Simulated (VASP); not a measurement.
The system is BeSe2.

```
Be Se
1.0
     6.23000    0.00000    0.00000
     0.00000    6.23000    0.00000
     0.00000    0.00000    6.23000
Be Se
4 8
Direct
  0.50000 0.00000 0.50000
  0.00000 0.00000 0.00000
  0.50000 0.50000 0.00000
  0.00000 0.50000 0.50000
  0.61300 0.88700 0.11300
  0.38700 0.11300 0.88700
  0.61300 0.61300 0.61300
  0.38700 0.38700 0.38700
  0.88700 0.11300 0.61300
  0.11300 0.88700 0.38700
  0.11300 0.61300 0.88700
  0.88700 0.38700 0.11300
```

- Program: VASP 6.6.1
- Task: relaxation of cell and atoms
- Functional: PBE
- Potentials or basis: VASP PAW PBE potentials, release 64 (Be, Se)
- Cutoff: 600 eV
- k mesh: 3 × 3 × 3
- Occupations: gaussian, width 0.2 eV
- Spin: no spin polarisation

At the start: pressure -7.6 GPa; volume 20.15 Å³/atom.

Q: Where does the relaxation end?

A: Over 5 steps the energy falls by 69.6 meV/atom and the volume is 17.46 Å³/atom (-13.3 %); space group Pa-3 (No. 205, to 0.05 Å).

The path:
```csv
step,energy change (eV),largest force (eV/Å),pressure (GPa),volume (Å³)
1,0.0000,0.0820,-7.58,241.80
2,-0.7130,0.8597,1.47,209.96
3,-0.7330,0.7090,-0.09,213.96
4,-0.8341,0.0889,0.18,210.05
5,-0.8353,0.0201,0.23,209.56
```

Final structure:
```
CELL_PARAMETERS angstrom
5.93976 0.00000 0.00000
0.00000 5.93976 0.00000
0.00000 0.00000 5.93976
ATOMIC_POSITIONS crystal
Be 0.50000 0.00000 0.50000
Be 0.00000 0.00000 0.00000
Be 0.50000 0.50000 0.00000
Be 0.00000 0.50000 0.50000
Se 0.61625 0.88375 0.11625
Se 0.38375 0.11625 0.88375
Se 0.61625 0.61625 0.61625
Se 0.38375 0.38375 0.38375
Se 0.88375 0.11625 0.61625
Se 0.11625 0.88375 0.38375
Se 0.11625 0.61625 0.88375
Se 0.88375 0.38375 0.11625
```

Caveat: the relaxation stopped at a loose force limit of 0.08 eV/Å, so its end isn't a converged minimum.
